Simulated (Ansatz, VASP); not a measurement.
**Li2H: VASP beside Ansatz**

INCAR

```
SYSTEM = Li2H
PREC = Accurate ; ENCUT = 600
EDIFF = 1E-6 ; ISMEAR = 0
SIGMA = 0.1 ; LREAL = .False.
LASPH = .True. ; NELM = 80
ALGO = Normal ; ISIF = 3
LWAVE = .False. ; LCHARG = .False.
GGA = PE ; IBRION = 2
NSW = 90 ; EDIFFG = -0.04
```

Contents of KPOINTS:

```
Automatic mesh
0
Gamma
  6 6 4
  0 0 0
```

The input POSCAR:

```
Li2H
1.0
    1.2987583700     -4.5970081200      0.0000000000
    1.2987583700      4.5970081200      0.0000000000
    0.0000000000      0.0000000000      4.1010077000
Li H
4 2
Direct
    0.0691202900      0.9308797100      0.3802274500
    0.9308797100      0.0691202900      0.8802274500
    0.7996466800      0.2003533200      0.1957075300
    0.2003533200      0.7996466800      0.6957075300
    0.4064749600      0.5935250400      0.4990660500
    0.5935250400      0.4064749600      0.9990660500
```

Input for Ansatz:

```yaml
crystal:
  lattice:
    - [1.29875837, -4.59700812, 0.0]
    - [1.29875837, 4.59700812, 0.0]
    - [0.0, 0.0, 4.1010077]
  atoms:
    - { symbol: Li, position: [0.06912029, 0.93087971, 0.38022745] }
    - { symbol: Li, position: [0.93087971, 0.06912029, 0.88022745] }
    - { symbol: Li, position: [0.79964668, 0.20035332, 0.19570753] }
    - { symbol: Li, position: [0.20035332, 0.79964668, 0.69570753] }
    - { symbol: H, position: [0.40647496, 0.59352504, 0.49906605] }
    - { symbol: H, position: [0.59352504, 0.40647496, 0.99906605] }
basis:
  ecutwfc: 420
kpoints:
  mp_grid: { grid: [6, 6, 4] }
hamiltonian:
  xc: pbe
scf:
  occupations: { method: gaussian, width: 0.1 }
  lower_state_search: "off"
output:
  forces: true
  stress: true
  eigenvalues: true
relax:
  adjacent_minimum: "off"
  f_tol: 0.04
  max_steps: 70
  cell: { stress_tol: 0.4 }
```

Change from the starting cell: species swapped into the MoP2 type (Cmc2_1, No. 36).

Alike in both runs: task relaxation of cell and atoms; functional PBE; k mesh 6 × 6 × 4; occupations gaussian, width 0.1 eV; no spin polarisation.

|  | VASP | Ansatz |
| --- | --- | --- |
| version | VASP 6.6.1 | Ansatz 0.2.0 |
| potentials or method | VASP PAW PBE potentials, release 64 (Li_sv, H), cutoff 600 eV | scalar-relativistic, plane waves, PAW |
| valence electrons in the cell | 14 | 14 |

VASP gave:

| Quantity | Value |
| --- | --- |
| gap on the k mesh at the Fermi level, each at its own relaxed structure (eV) | none |
| relaxed volume (Å³/atom) | 11.34 |
| relaxed length of the cell vector where the two differ most in proportion (Å) | 5.631 |

What did Ansatz give for the same quantities?

gap on the k mesh at the Fermi level, each at its own relaxed structure (eV): none; relaxed volume (Å³/atom): 11.92; relaxed length of the cell vector where the two differ most in proportion (Å): 5.765.

A gap of «none» marks a metal or a gap that the smearing closes. One of these differences is far larger than is usual between the two programs; its cause wasn't traced.

The k mesh is coarse, so the values compare programs but aren't converged. Noted on VASP's run: the cutoff is under 1.25 times that of the potentials, so the pressure is a little rough; the volume moved by over 15 % at a fixed basis, so the end points are rough.
